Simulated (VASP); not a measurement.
A run of VASP 6.6.1 is set up as follows.

Contents of INCAR:

```
SYSTEM = Be
PREC = Accurate
ENCUT = 520
EDIFF = 1E-6
ISMEAR = 1
SIGMA = 0.05
LREAL = .FALSE.
LASPH = .TRUE.
NELM = 100
ALGO = Normal
ISIF = 2
LWAVE = .FALSE.
LCHARG = .FALSE.
GGA = PE
NBANDS = 9
```

KPOINTS

```
regular mesh
0
G
  12 12 7
  0 0 0
```

File POSCAR:

```
Be
1.0
    2.2853000000      0.0000000000      0.0000000000
   -1.1426500000      1.9791278553      0.0000000000
    0.0000000000      0.0000000000      3.5842000000
Be
2
Direct
    0.6882380000      0.3384440000      0.7501790000
    0.3173940000      0.6567560000      0.2585440000
```

Potentials or basis: VASP PAW PBE potentials, release 64 (Be).

Run with:

```bash
$ cat potpaw_PBE.64/Be/POTCAR > POTCAR
$ mpirun -np 1 vasp_std > vasp.out
```

Q: Estimate the band gap on the k mesh.

A: Zero (band 2 reaches 7.65 eV, above the bottom of band 3 at 5.82 eV).

Q: Estimate the pressure.

A: -2.6 GPa.

Forces on the atoms (eV/Å):
```
Be  -0.254 -0.117  0.226
Be   0.254  0.117 -0.226
```
